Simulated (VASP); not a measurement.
Si3Sb2, 5 atoms in the cell. Symmetry: P-3m1, No. 164, trigonal system. Conventional cell: a = 3.983 Å, b = 3.983 Å, c = 8.973 Å, α = 90.00°, β = 90.00°, γ = 120.00°. Within 3.6 Å of Si (site symmetry -3m) lie 6 Sb at 2.74 Å. Si (site symmetry 3m) has 3 Si at 2.41 Å and 1 Sb at 2.63 Å within 3.2 Å. Sb (site symmetry 3m) has 4 Si at 2.63 to 2.74 Å within 3.5 Å. 

* Program: VASP 6.6.1
* Task: single point
* Functional: PBE
* Potentials or basis: VASP PAW PBE potentials, release 64 (Si, Sb)
* Cutoff: 520 eV
* k mesh: 12 × 12 × 4
* Occupations: gaussian, width 0.1 eV
* Spin: no spin polarisation
* Dipole correction: no
* Further INCAR settings: ALGO = Normal; EDIFF = 1e-06; NBANDS = 19

Potentials or basis: VASP PAW PBE potentials, release 64 (Si, Sb).

The run is started by

```sh
$ cat potpaw_PBE.64/Si/POTCAR potpaw_PBE.64/Sb/POTCAR > POTCAR
$ mpirun -np 1 vasp_std > vasp.out
```

Hardware: 1 thread of Intel Xeon 8259CL, with other jobs on the host.

Task: How long does it take, and how much memory?

Result: It took 3.1 min on 1 thread of Intel Xeon 8259CL, on a shared host, peak memory 0.32 GiB. Counts: scf iterations 14, k points 69.
